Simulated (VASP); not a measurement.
# CdSeS4 (P4/mmm) in VASP: relaxation of cell and atoms with PBE

Aim: the relaxation of cell and atoms of CdSeS4 with PBE.

Everything below comes from runs of VASP 6.6.1. Logs are shortened: lines on timing, memory, paths and dates and some standing lists are left out, and cuts for length are marked.

## Step 1: The cell of the first run

Symmetry: P4/mmm, No. 123, tetragonal system. Conventional cell: a = 4.742 Å, b = 4.742 Å, c = 10.814 Å, α = 90.00°, β = 90.00°, γ = 90.00°. Within 3.1 Å of Cd (site symmetry 4/mmm) lie 4 S at 2.37 Å. Se (site symmetry 4/mmm) has 8 S at 3.49 Å and 4 Se at 4.74 Å within 4.8 Å. S (site symmetry mmm) has 2 Cd at 2.37 Å within 3.1 Å. S (site symmetry 4mm) has 1 S at 1.92 Å within 2.5 Å.

The cell was generated, and may not be a known phase.

## Step 2: Relaxation of cell and atoms, PBE

INCAR

```
ALGO = Normal
EDIFF = 1E-6
EDIFFG = -0.01
ENCUT = 600
GGA = PE
IBRION = 2
ISIF = 3
ISMEAR = 0
LASPH = True
LCHARG = False
LREAL = False
LWAVE = False
NELM = 100
NSW = 100
PREC = Accurate
SIGMA = 0.1
```

KPOINTS

```
k-points
0
Gamma
  8 8 4
```

POSCAR

```
CdSeS4
1.0
    4.7421945341      0.0000000000      0.0000000000
    0.0000000000      4.7421945341      0.0000000000
    0.0000000000      0.0000000000     10.8143672223
Cd Se S
1 1 4
Direct
    0.0000000000      0.0000000000      0.0000000000
    0.5000000000      0.5000000000      0.5000000000
    0.5000000000      0.0000000000      0.0000000000
    0.0000000000      0.5000000000      0.0000000000
    0.0000000000      0.0000000000      0.4111756567
    0.0000000000      0.0000000000      0.5888243433
```

Potentials or basis: VASP PAW PBE potentials, release 64 (Cd, Se, S).

The run is started by

```console
> cat potpaw_PBE.64/Cd/POTCAR potpaw_PBE.64/Se/POTCAR potpaw_PBE.64/S/POTCAR > POTCAR
> mpirun -np 1 vasp_std > vasp.out
```

OUTCAR:

```text
EDIFF = 1E-6
   EDIFFG = -0.01
   ENCUT = 600
   GGA = PE
   IBRION = 2
   ISIF = 3
   ISMEAR = 0
   LASPH = True
   LREAL = False
   NELM = 100
   NSW = 100
   PREC = Accurate

 ion  position               nearest neighbor table
   1  0.000  0.000  0.000-   3 2.37   4 2.37   4 2.37   3 2.37
   2  0.500  0.500  0.500-
   3  0.500  0.000  0.000-   1 2.37   1 2.37
   4  0.000  0.500  0.000-   1 2.37   1 2.37
   5  0.000  0.000  0.411-   6 1.92
   6  0.000  0.000  0.589-   5 1.92

  LATTYP: Found a simple tetragonal cell.
 ALAT       =     4.7421945341
 C/A-ratio  =     2.2804562623

  Lattice vectors:

 A1 = (   4.7421945341,   0.0000000000,   0.0000000000)
 A2 = (   0.0000000000,   4.7421945341,   0.0000000000)
 A3 = (   0.0000000000,   0.0000000000,  10.8143672223)

Analysis of symmetry for initial positions (statically):
=====================================================================
 Subroutine PRICEL returns:
 Original cell was already a primitive cell.

 Routine SETGRP: Setting up the symmetry group for a
 simple tetragonal supercell.

 Subroutine GETGRP returns: Found 16 space group operations
 (whereof 16 operations were pure point group operations)
 out of a pool of 16 trial point group operations.

The static configuration has the point symmetry D_4h.

Analysis of symmetry for dynamics (positions and initial velocities):
=====================================================================
 Subroutine PRICEL returns:
 Original cell was already a primitive cell.

 Routine SETGRP: Setting up the symmetry group for a
 simple tetragonal supercell.

 Subroutine GETGRP returns: Found 16 space group operations
 (whereof 16 operations were pure point group operations)
 out of a pool of 16 trial point group operations.

The dynamic configuration has the point symmetry D_4h.

 Subroutine INISYM returns: Found 16 space group operations
 (whereof 16 operations are pure point group operations),
 and found     1 'primitive' translations

----------------------------------------------------------------------------------------

                                     Primitive cell

  volume of cell :     243.1979

  direct lattice vectors                    reciprocal lattice vectors
     4.742194534  0.000000000  0.000000000     0.210872834  0.000000000  0.000000000
     0.000000000  4.742194534  0.000000000     0.000000000  0.210872834  0.000000000
     0.000000000  0.000000000 10.814367222     0.000000000  0.000000000  0.092469580

  length of vectors
     4.742194534  4.742194534 10.814367222     0.210872834  0.210872834  0.092469580

  position of ions in fractional coordinates (direct lattice)
     0.000000000  0.000000000  0.000000000
     0.500000000  0.500000000  0.500000000
     0.500000000  0.000000000  0.000000000
     0.000000000  0.500000000  0.000000000
     0.000000000  0.000000000  0.411175657
     0.000000000  0.000000000  0.588824343

  ion indices of the primitive-cell ions
   primitive index   ion index
                 1           1
                 2           2
                 3           3
                 4           4
                 5           5
                 6           6

----------------------------------------------------------------------------------------

 KPOINTS: k-points

Automatic generation of k-mesh.
 Grid dimensions read from file:
 generate k-points for:    8    8    4

 Generating k-lattice:

  Cartesian coordinates                     Fractional coordinates (reciprocal lattice)
     0.026359104  0.000000000  0.000000000     0.125000000  0.000000000  0.000000000
     0.000000000  0.026359104  0.000000000     0.000000000  0.125000000  0.000000000
     0.000000000  0.000000000  0.023117395     0.000000000  0.000000000  0.250000000

  Length of vectors
     0.026359104  0.026359104  0.023117395

  Shift w.r.t. Gamma in fractional coordinates (k-lattice)
     0.000000000  0.000000000  0.000000000

 Subroutine IBZKPT returns following result:
 ===========================================

 Found     45 irreducible k-points:

 Following reciprocal coordinates:
            Coordinates               Weight
  0.000000  0.000000  0.000000      1.000000
  0.125000  0.000000  0.000000      4.000000
  0.250000  0.000000  0.000000      4.000000
  0.375000  0.000000  0.000000      4.000000
  0.500000  0.000000  0.000000      2.000000
  0.125000  0.125000  0.000000      4.000000
[... 16 lines left out ...]
  0.375000  0.125000  0.250000     16.000000
  0.500000  0.125000  0.250000      8.000000
 [... further k-points ...]
   k-points           NKPTS =     45   k-points in BZ     NKDIM =     45   number of bands    NBANDS=     25
   number of dos      NEDOS =    301   number of ions     NIONS =      6
   total plane-waves  NPLWV = 144000
   dimension x,y,z NGX =    40 NGY =   40 NGZ =   90
   dimension x,y,z NGXF=    80 NGYF=   80 NGZF=  180
   ions per type =               1   1   4
   NGX,Y,Z   is equivalent  to a cutoff of  14.02, 14.02, 13.84 a.u.
   NGXF,Y,Z  is equivalent  to a cutoff of  28.05, 28.05, 27.67 a.u.
 SYSTEM =  unknown system
   PREC   = accura    normal or accurate (medium, high low for compatibility)
   ISTART =      0    job   : 0-new  1-cont  2-samecut
   ICHARG =      2    charge: 1-file 2-atom 10-const
   ISPIN  =      1    spin polarized calculation?
   LNONCOLLINEAR =      F non collinear calculations
   LSORBIT =      F    spin-orbit coupling
   LASPH  =      T    aspherical Exc in radial PAW
   ENCUT  =  600.0 eV  44.10 Ry    6.64 a.u.   9.47  9.47 21.60*2*pi/ulx,y,z
   NELM   =    100;   NELMIN=  2; NELMDL= -5     # of ELM steps
   EDIFF  = 0.1E-05   stopping-criterion for ELM
   LREAL  =      F    real-space projection
   EDIFFG = -.1E-01   stopping-criterion for IOM
   NSW    =    100    number of steps for IOM
   IBRION =      2    ionic relax: 0-MD 1-quasi-New 2-CG
   NFREE  =      1    steps in history (QN), initial steepest desc. (CG)
   ISIF   =      3    stress and relaxation
   ISYM   =      2    0-nonsym 1-usesym 2-fastsym
   POTIM  = 0.5000    time-step for ionic-motion
   TEBEG  =    0.0;   TEEND  =   0.0 temperature during run
   PSTRESS=    0.0 pullay stress
   NELECT =      42.0000    total number of electrons
   NUPDOWN=      -1.0000    fix difference up-down
   EMIN   =  10.00;   EMAX   =-10.00  energy-range for DOS
   EFERMI =   0.00;   METHOD = LEGACY
   ISMEAR =     0;   SIGMA  =   0.10  broadening in eV -4-tet -1-fermi 0-gaus
   EFERMI_NEDOS =   21; number of points for ismear=-14 and -15
   IALGO  =     38    algorithm
   IMIX   =      4    mixing-type and parameters
     AMIX     =   0.40;   BMIX     =  1.00
     AMIX_MAG =   1.60;   BMIX_MAG =  1.00
  volume/ion in A,a.u.               =      40.53       273.53
  Fermi-wavevector in a.u.,A,eV,Ry     =   0.911671  1.722808 11.308392  0.831143
  Thomas-Fermi vector in A             =   2.035977
   LORBIT       =      0    0 simple, 1 ext, 2 COOP (PROOUT), +10 PAW based schemes
   GGA     = PE    functional components
   LHFCALC =     F    Hartree Fock is set to
   AEXX    =    0.0000 exact exchange contribution
   IVDW    =     0    specifies the selected vdW correction
   LEPSILON=     F    determine dielectric tensor
   LRPA    =     F    only Hartree local field effects (RPA)
 conjugate gradient relaxation of ions
 non-spin polarized calculation
 Gauss-broadening in eV      SIGMA  =   0.10
  energy-cutoff  :      600.00
  volume of cell :      243.20
 maximum number of plane-waves:      8153
 NGX is ok and might be reduce to    40
   NGX = 19   NGY = 19   NGZ = 43

--------------------------------------- Ionic step        1  -------------------------------------------

 number of electron      41.9999994 magnetization

 Free energy of the ion-electron system (eV)
  ---------------------------------------------------
  ext. energy  EPLUGINS =         0.00000000
  ---------------------------------------------------
  free energy    TOTEN  =       -15.10052230 eV

  energy without entropy =      -15.03295560  energy(sigma->0) =      -15.06673895

------------------------ aborting loop because EDIFF is reached ----------------------------------------

  FORCE on cell =-STRESS in cart. coord.  units (eV):
  Direction    XX          YY          ZZ          XY          YZ          ZX
  --------------------------------------------------------------------------------------
  -------------------------------------------------------------------------------------
  Total        0.3117758      0.3117758     -0.3918974      0.0000000     -0.0000000      0.0000000
  in kB        2.0539657      2.0539657     -2.5818033      0.0000000     -0.0000000      0.0000000
  external PRESSURE =       0.5087094 kB  Pullay stress =       0.0000000 kB
[... 105 lines left out ...]
  energy  without entropy=      -15.0337473304  energy(sigma->0) =      -15.06796691

--------------------------------------- Ionic step        4  -------------------------------------------

 number of electron      41.9999992 magnetization

 Free energy of the ion-electron system (eV)
  ---------------------------------------------------
  ext. energy  EPLUGINS =         0.00000000
  ---------------------------------------------------
  free energy    TOTEN  =       -15.10276207 eV

  energy without entropy =      -15.03321212  energy(sigma->0) =      -15.06798709

 E-fermi :  -1.2048     XC(G=0):  -6.6274

 val. band max:       -1.2109729250   @ k =   0.1250   0.1250   0.2500
 cond. band min:      -1.2029418224   @ k =   0.5000   0.3750   0.2500
 fundamental gap:      0.0080311026
 Fermi energy:        -1.2047663756

 k-point     1 :       0.0000    0.0000    0.0000
  band No.  band energies     occupation
      1     -16.7972      2.00000
      2     -13.7486      2.00000
      3     -13.0042      2.00000
      4     -12.4999      2.00000
      5     -11.3529      2.00000
      6      -9.3209      2.00000
[... 661 lines left out ...]
     24      -0.5847      0.00000
     25       2.7735      0.00000

 [... further k-points ...]
[... 5 lines left out ...]
  --------------------------------------------------------------------------------------
  -------------------------------------------------------------------------------------
  Total        0.0014606      0.0014606      0.0136860      0.0000000      0.0000000      0.0000000
  in kB        0.0095698      0.0095698      0.0896684      0.0000000      0.0000000      0.0000000
  external PRESSURE =       0.0362694 kB  Pullay stress =       0.0000000 kB
[... 21 lines left out ...]
  FREE ENERGIE OF THE ION-ELECTRON SYSTEM (eV)
  ---------------------------------------------------
  free  energy   TOTEN  =       -15.1027620671 eV

  energy  without entropy=      -15.0332121204  energy(sigma->0) =      -15.06798709

 reached required accuracy - stopping structural energy minimisation
```

Run time: 8.8 min. Hardware: 1 thread of Intel Xeon 6975P-C (Granite Rapids), shared host; peak memory 0.63 GiB.

What came out:

| Quantity | Value |
| --- | --- |
| Free energy | -15.1028 eV |
| Relaxed volume | 40.76 Å³/atom |
| Relaxed cell | a = 4.758 Å, b = 4.758 Å, c = 10.801 Å, α = 90.00°, β = 90.00°, γ = 90.00° |
| Space group after relaxing (to 0.1 Å) | P4/mmm (No. 123) |
| Energy gained by relaxing | 0.4 meV/atom |
| Ionic steps | 4 |
| Pressure after relaxing | 0.0 GPa |
| Band gap on the k mesh | zero (bands 21 and 22 overlap by 0.76 eV) |

The path:
```
step  energy change (eV)  largest force (eV/Å)  pressure (GPa)  volume (Å³)
   1              0.0000                0.2141            0.05       243.20
   2              0.0008                0.3774            0.23       243.65
   3             -0.0017                0.0444            0.13       243.40
   4             -0.0022                0.0020            0.00       244.54
```

Final structure:
```
CELL_PARAMETERS angstrom
4.75820 0.00000 0.00000
0.00000 4.75820 0.00000
0.00000 0.00000 10.80098
ATOMIC_POSITIONS crystal
Cd 0.00000 0.00000 0.00000
Se 0.50000 0.50000 0.50000
S 0.50000 0.00000 0.00000
S 0.00000 0.50000 0.00000
S 0.00000 0.00000 0.41158
S 0.00000 0.00000 0.58842
```

Caveat: semilocal functionals underestimate gaps, and a narrow one can read as zero.
